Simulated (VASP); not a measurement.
Write the native input for VASP 6.6.1 that does the following.

- Task: relaxation of cell and atoms
- Functional: PBEsol
- Potentials or basis: VASP PAW PBE potentials, release 64 (W_sv)
- Cutoff: 600 eV
- k mesh: 18 × 18 × 18
- Occupations: gaussian, width 0.1 eV
- Spin: no spin polarisation
- Dipole correction: no
- Further INCAR settings: ALGO = Fast; EDIFF = 1e-06; IBRION = 2; EDIFFG = -0.005; NSW = 100; ISIF = 3

The structure of W lies in POSCAR:

```
W
1.0
    0.0000000000      2.0002216366      2.0002216366
    2.0002216366      0.0000000000      2.0002216366
    2.0002216366      2.0002216366      0.0000000000
W
1
Direct
    0.0000000000      0.0000000000      0.0000000000
```

One way to write it, as run:

INCAR

```
SYSTEM = W
  PREC = Accurate
  ENCUT = 600
  EDIFF = 1E-6
  ISMEAR = 0
  SIGMA = 0.1
  LREAL = .False.
  LASPH = .True.
  NELM = 80
  ALGO = Fast
  ISIF = 3
  LWAVE = .False.
  LCHARG = .False.
  GGA = PS
  IBRION = 2
  NSW = 100
  EDIFFG = -0.005
```

KPOINTS

```
Automatic mesh
0
Gamma
  18 18 18
  0 0 0
```

Potentials or basis: VASP PAW PBE potentials, release 64 (W_sv).

Launch:

```bash
$ cat potpaw_PBE.64/W_sv/POTCAR > POTCAR
$ mpirun -np 1 vasp_std > vasp.out
```

Results of the run:

* Relaxed volume: 16.02 Å³/atom
* Relaxed cell: a = 2.829 Å, b = 2.829 Å, c = 2.829 Å, α = 60.00°, β = 60.00°, γ = 60.00°
* Space group after relaxing (to 0.05 Å): Fm-3m (No. 225)
* Energy gained by relaxing: 0.0 meV/atom
* Ionic steps: 3
* Pressure after relaxing: 0.0 GPa
* Band gap on the k mesh: zero (band 7 reaches 13.86 eV, above the bottom of band 8 at 10.06 eV)

Caveat: the PAW data sets were made with another functional, which shifts forces and pressure a little; spin-orbit coupling is left out, which moves the levels of the heavy elements.

It took 26 s on 1 thread of Intel(R) Xeon(R) 6975P-C (Granite Rapids) (shared host), peak memory 0.18 GiB.
